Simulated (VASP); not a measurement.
Wanted: the native input for a VASP 6.6.1 run.

- Task: single point
- Functional: r2SCAN
- Potentials or basis: VASP PAW PBE potentials, release 64 (Y_sv, B, Rh_pv)
- Cutoff: 520 eV
- k mesh: 8 × 8 × 8
- Occupations: fermi-dirac, width 0.1 eV
- Spin: no spin polarisation
- Dipole correction: no
- Further INCAR settings: ALGO = Normal; EDIFF = 1e-06; NBANDS = 38

The system is YBRh3.

```
Y B Rh
1.0
     4.11996    0.00000    0.00000
     0.00000    4.11996    0.00000
     0.00000    0.00000    4.11996
Y B Rh
1 1 3
Direct
  0.00000 0.00000 0.00000
  0.50000 0.50000 0.50000
  0.00000 0.50000 0.50000
  0.50000 0.00000 0.50000
  0.50000 0.50000 0.00000
```

One way to write it, as run:

POSCAR

```
YBRh3
1.0
    4.1199644200      0.0000000000      0.0000000000
    0.0000000000      4.1199644200      0.0000000000
    0.0000000000      0.0000000000      4.1199644200
Y B Rh
1 1 3
Direct
    0.0000000000      0.0000000000      0.0000000000
    0.5000000000      0.5000000000      0.5000000000
    0.0000000000      0.5000000000      0.5000000000
    0.5000000000      0.0000000000      0.5000000000
    0.5000000000      0.5000000000      0.0000000000
```

INCAR.step1

```
SYSTEM = YBRh3
PREC = Accurate ; ENCUT = 520
ISMEAR = -1 ; SIGMA = 0.1
LREAL = .FALSE. ; LASPH = .TRUE.
NELM = 100 ; NBANDS = 38
GGA = PE ; ALGO = Normal
EDIFF = 1E-4 ; LWAVE = .TRUE.
LCHARG = .FALSE.
```

INCAR.step2

```
SYSTEM = YBRh3
PREC = Accurate ; ENCUT = 520
EDIFF = 1E-6 ; ISMEAR = -1
SIGMA = 0.1 ; LREAL = .FALSE.
LASPH = .TRUE. ; NELM = 100
ALGO = Normal ; ISIF = 2
LWAVE = .FALSE. ; LCHARG = .TRUE.
METAGGA = R2SCAN ; LMIXTAU = .TRUE.
LELF = .TRUE. ; LVHAR = .TRUE.
NBANDS = 38 ; ISTART = 1
```

KPOINTS

```
regular mesh
0
G
  8 8 8
  0 0 0
```

Potentials or basis: VASP PAW PBE potentials, release 64 (Y_sv, B, Rh_pv).

The run is started by

```bash
$ cat potpaw_PBE.64/Y_sv/POTCAR potpaw_PBE.64/B/POTCAR potpaw_PBE.64/Rh_pv/POTCAR > POTCAR
$ cp INCAR.step1 INCAR
$ mpirun -np 1 vasp_std > vasp.out
$ cp INCAR.step2 INCAR
$ mpirun -np 1 vasp_std > vasp.out
```

It gave:

```json
{"Pressure": "9.2 GPa"}
```

Caveat: the PAW data sets were made with another functional, which shifts forces and pressure a little.

It took 5.4 min on 1 thread of Oxide Virtual Turin-like Processor (shared host), peak memory 0.22 GiB.
